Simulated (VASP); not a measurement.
# Na2S (Fm-3m) in VASP: single point with PBE

Aim: the single point of Na2S with PBE.

All numbers are computed with VASP 6.6.1; they aren't measurements. Logs are shortened: lines on timing, memory, paths and dates and some standing lists are left out, and cuts for length are marked.

### 1 The cell of the first run

The structure is cubic, space group Fm-3m (No. 225). Conventional cell: a = 6.626 Å, b = 6.626 Å, c = 6.626 Å, α = 90.00°, β = 90.00°, γ = 90.00°. Within 3.8 Å of Na (site symmetry -43m) lie 4 S at 2.87 Å and 6 Na at 3.31 Å. S (site symmetry m-3m) has 8 Na at 2.87 Å within 3.8 Å.

### 2 Single point, PBE (strained)

INCAR reads:

```
PREC = Accurate
ENCUT = 500
EDIFF = 1E-6
ISMEAR = 0
SIGMA = 0.02
LREAL = False
LASPH = True
NELM = 120
ALGO = Normal
ISIF = 2
LWAVE = False
LCHARG = True
GGA = PE
LELF = True
LVHAR = True
NBANDS = 17
GGA_COMPAT = False
```

KPOINTS reads:

```
regular mesh
0
Gamma
  6 6 6
```

POSCAR reads:

```
Na2S
1.0
    0.0000000000      3.3132175700      3.3132175700
    3.3132175700      0.0000000000      3.3132175700
    3.3132175700      3.3132175700      0.0000000000
Na S
2 1
Direct
    0.2500000000      0.2500000000      0.2500000000
    0.7500000000      0.7500000000      0.7500000000
    0.0000000000      0.0000000000      0.0000000000
```

Potentials or basis: VASP PAW PBE potentials, release 64 (Na_pv, S).

The run is started by

```sh
$ cat potpaw_PBE.64/Na_pv/POTCAR potpaw_PBE.64/S/POTCAR > POTCAR
$ mpirun -np 1 vasp_std > vasp.out
```

OUTCAR:

```text
PREC = Accurate
   ENCUT = 500
   EDIFF = 1E-6
   ISMEAR = 0
   LREAL = False
   LASPH = True
   NELM = 120
   ISIF = 2
   GGA = PE

 ion  position               nearest neighbor table
   1  0.250  0.250  0.250-
   2  0.750  0.750  0.750-
   3  0.000  0.000  0.000-

  LATTYP: Found a face centered cubic cell.
 ALAT       =     6.6264351400

  Lattice vectors:

 A1 = (   0.0000000000,   3.3132175700,   3.3132175700)
 A2 = (   3.3132175700,   0.0000000000,   3.3132175700)
 A3 = (   3.3132175700,   3.3132175700,   0.0000000000)

Analysis of symmetry for initial positions (statically):
=====================================================================
 Subroutine PRICEL returns:
 Original cell was already a primitive cell.

 Routine SETGRP: Setting up the symmetry group for a
 face centered cubic supercell.

 Subroutine GETGRP returns: Found 48 space group operations
 (whereof 48 operations were pure point group operations)
 out of a pool of 48 trial point group operations.

The static configuration has the point symmetry O_h .

Analysis of symmetry for dynamics (positions and initial velocities):
=====================================================================
 Subroutine PRICEL returns:
 Original cell was already a primitive cell.

 Routine SETGRP: Setting up the symmetry group for a
 face centered cubic supercell.

 Subroutine GETGRP returns: Found 48 space group operations
 (whereof 48 operations were pure point group operations)
 out of a pool of 48 trial point group operations.

The dynamic configuration has the point symmetry O_h .

 Subroutine INISYM returns: Found 48 space group operations
 (whereof 48 operations are pure point group operations),
 and found     1 'primitive' translations

----------------------------------------------------------------------------------------

                                     Primitive cell

  volume of cell :      72.7411

  direct lattice vectors                    reciprocal lattice vectors
     0.000000000  3.313217570  3.313217570    -0.150910705  0.150910705  0.150910705
     3.313217570  0.000000000  3.313217570     0.150910705 -0.150910705  0.150910705
     3.313217570  3.313217570  0.000000000     0.150910705  0.150910705 -0.150910705
[... 73 lines left out ...]
   LSORBIT =      F    spin-orbit coupling
   LASPH  =      T    aspherical Exc in radial PAW
   ENCUT  =  500.0 eV  36.75 Ry    6.06 a.u.   8.54  8.54  8.54*2*pi/ulx,y,z
   NELM   =    120;   NELMIN=  2; NELMDL= -5     # of ELM steps
   EDIFF  = 0.1E-05   stopping-criterion for ELM
   LREAL  =      F    real-space projection
   EDIFFG = 0.1E-04   stopping-criterion for IOM
   NSW    =      0    number of steps for IOM
   IBRION =     -1    ionic relax: 0-MD 1-quasi-New 2-CG
   NFREE  =      0    steps in history (QN), initial steepest desc. (CG)
   ISIF   =      2    stress and relaxation
   ISYM   =      2    0-nonsym 1-usesym 2-fastsym
   POTIM  = 0.5000    time-step for ionic-motion
   TEBEG  =    0.0;   TEEND  =   0.0 temperature during run
   PSTRESS=    0.0 pullay stress
   NELECT =      20.0000    total number of electrons
   NUPDOWN=      -1.0000    fix difference up-down
   EMIN   =  10.00;   EMAX   =-10.00  energy-range for DOS
   EFERMI =   0.00;   METHOD = LEGACY
   ISMEAR =     0;   SIGMA  =   0.02  broadening in eV -4-tet -1-fermi 0-gaus
   EFERMI_NEDOS =   21; number of points for ismear=-14 and -15
   IALGO  =     38    algorithm
   IMIX   =      4    mixing-type and parameters
     AMIX     =   0.40;   BMIX     =  1.00
     AMIX_MAG =   1.60;   BMIX_MAG =  1.00
  volume/ion in A,a.u.               =      24.25       163.63
  Fermi-wavevector in a.u.,A,eV,Ry     =   1.064531  2.011671 15.418472  1.133226
  Thomas-Fermi vector in A             =   2.200052
   LORBIT       =      0    0 simple, 1 ext, 2 COOP (PROOUT), +10 PAW based schemes
   GGA     = PE    functional components
   LHFCALC =     F    Hartree Fock is set to
   AEXX    =    0.0000 exact exchange contribution
   IVDW    =     0    specifies the selected vdW correction
   LEPSILON=     F    determine dielectric tensor
   LRPA    =     F    only Hartree local field effects (RPA)
 non-spin polarized calculation
 Gauss-broadening in eV      SIGMA  =   0.02
  energy-cutoff  :      500.00
  volume of cell :       72.74
 maximum number of plane-waves:      1873
 NGX is ok and might be reduce to    36
   NGX = 17   NGY = 17   NGZ = 17

 number of electron      20.0000015 magnetization

 Free energy of the ion-electron system (eV)
  ---------------------------------------------------
  ext. energy  EPLUGINS =         0.00000000
  ---------------------------------------------------
  free energy    TOTEN  =        -9.97222445 eV

  energy without entropy =       -9.97222445  energy(sigma->0) =       -9.97222445

 E-fermi :   0.1135     XC(G=0):  -7.6782

 val. band max:        0.0276257166   @ k =   0.0000   0.0000   0.0000
 cond. band min:       2.3877203915   @ k =   0.0000   0.0000   0.0000
 fundamental gap:      2.3600946749
 Fermi energy:         0.1134952297

 k-point     1 :       0.0000    0.0000    0.0000
  band No.  band energies     occupation
      1     -22.2991      2.00000
      2     -22.2991      2.00000
      3     -22.2991      2.00000
      4     -22.2519      2.00000
      5     -22.2519      2.00000
      6     -22.2519      2.00000
[... 297 lines left out ...]
      4     -22.2615      2.00000
      5     -22.2442      2.00000
      6     -22.2414      2.00000
[... 9 lines left out ...]
     16      10.9700      0.00000
     17      11.7070      0.00000

------------------------ aborting loop because EDIFF is reached ----------------------------------------

  FORCE on cell =-STRESS in cart. coord.  units (eV):
  Direction    XX          YY          ZZ          XY          YZ          ZX
  --------------------------------------------------------------------------------------
  -------------------------------------------------------------------------------------
  Total       -0.3204167     -0.3204167     -0.3204167      0.0000000     -0.0000000      0.0000000
  in kB       -7.0574174     -7.0574174     -7.0574174      0.0000000     -0.0000000      0.0000000
  external PRESSURE =      -7.0574174 kB  Pullay stress =       0.0000000 kB

 VOLUME and BASIS-vectors are now :
 -----------------------------------------------------------------------------
  energy-cutoff  :      500.00
  volume of cell :       72.74
      direct lattice vectors                 reciprocal lattice vectors
     0.000000000  3.313217570  3.313217570    -0.150910705  0.150910705  0.150910705
     3.313217570  0.000000000  3.313217570     0.150910705 -0.150910705  0.150910705
     3.313217570  3.313217570  0.000000000     0.150910705  0.150910705 -0.150910705

 POSITION                                       TOTAL-FORCE (eV/Angst)
 -----------------------------------------------------------------------------------
      1.65661      1.65661      1.65661         0.000000      0.000000     -0.000000
      4.96983      4.96983      4.96983        -0.000000     -0.000000      0.000000
      0.00000      0.00000      0.00000         0.000000     -0.000000      0.000000
 -----------------------------------------------------------------------------------
    total drift:                                0.000000      0.000000      0.000000

  FREE ENERGIE OF THE ION-ELECTRON SYSTEM (eV)
  ---------------------------------------------------
  free  energy   TOTEN  =        -9.9722244529 eV

  energy  without entropy=       -9.9722244529  energy(sigma->0) =       -9.97222445
```

OSZICAR:

```text
N       E                     dE             d eps       ncg     rms          rms(c)
DAV:   1     0.143667255724E+03    0.14367E+03   -0.10104E+04   544   0.115E+03
DAV:   2     0.122680921727E-01   -0.14365E+03   -0.13939E+03   576   0.308E+02
DAV:   3    -0.106330966954E+02   -0.10645E+02   -0.10587E+02   645   0.850E+01
DAV:   4    -0.108304312195E+02   -0.19733E+00   -0.19709E+00   711   0.123E+01
DAV:   5    -0.108342788088E+02   -0.38476E-02   -0.38469E-02   659   0.169E+00    0.367E+00
DAV:   6    -0.100117831142E+02    0.82250E+00   -0.16661E+00   731   0.543E+00    0.289E+00
DAV:   7    -0.996077309784E+01    0.51010E-01   -0.22469E-01   643   0.195E+00    0.188E+00
DAV:   8    -0.997042375321E+01   -0.96507E-02   -0.19537E-02   574   0.108E+00    0.575E-01
DAV:   9    -0.997052682183E+01   -0.10307E-03   -0.47680E-04   714   0.126E-01    0.655E-01
DAV:  10    -0.997251159032E+01   -0.19848E-02   -0.37754E-03   560   0.359E-01    0.574E-01
DAV:  11    -0.997226509147E+01    0.24650E-03   -0.59476E-04   624   0.100E-01    0.218E-01
DAV:  12    -0.997223749308E+01    0.27598E-04   -0.79294E-05   597   0.423E-02    0.108E-01
DAV:  13    -0.997222726024E+01    0.10233E-04   -0.21055E-05   687   0.197E-02    0.648E-02
DAV:  14    -0.997222442327E+01    0.28370E-05   -0.18644E-05   618   0.195E-02    0.786E-03
DAV:  15    -0.997222445289E+01   -0.29621E-07   -0.22814E-07   493   0.301E-03
   1 F= -.99722245E+01 E0= -.99722245E+01  d E =-.154651E-11
```

It took 23 s on 1 thread of AMD EPYC 7R43 (Zen 3), shared host; peak memory 0.16 GiB.

Results:

* Free energy: -9.9722 eV
* Pressure: -0.7 GPa
* Band gap on the k mesh: 2.36 eV

Levels at points of the mesh, in eV from the valence-band top:
```
           k point  band 8  band 9  band 10  band 11  band 12  band 13
(0.00, 0.00, 0.00)    0.00    0.00     0.00     2.36     7.61     7.61
(0.50, 0.00, 0.00)   -1.58   -0.13    -0.13     4.63     6.29     7.06
(0.50, 0.50, 0.00)   -1.41   -0.44    -0.44     3.82     5.88     8.15
```

Caveat: the cell differs from its parent crystal (strained).
